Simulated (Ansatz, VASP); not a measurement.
## One calculation of Ni, two programs

```
CELL_PARAMETERS angstrom
0.00000 1.75725 1.75725
1.75725 0.00000 1.75725
1.75725 1.75725 0.00000
ATOMIC_POSITIONS crystal
Ni 0.00000 0.00000 0.00000
```

Alike in both runs: task single point; functional PBE; k mesh 25 × 25 × 25; occupations fermi-dirac, width 0.1 eV; no spin polarisation.

|  | VASP | Ansatz |
| --- | --- | --- |
| version | VASP 6.6.1 | Ansatz 0.2.0 |
| potentials or method | VASP PAW PBE potentials, release 64 (Ni), cutoff 520 eV | plane waves (420 eV) with PAW, scalar-relativistic |
| valence electrons in the cell | 10 | 18 |

|  | VASP | Ansatz | Ansatz less VASP |
| --- | --- | --- | --- |
| pressure (GPa) | 0.1 | 0.1 | -0.02 |

VASP's potentials hold 10 valence electrons a cell and Ansatz's 18, so a difference there can come from the potentials and not from the codes.
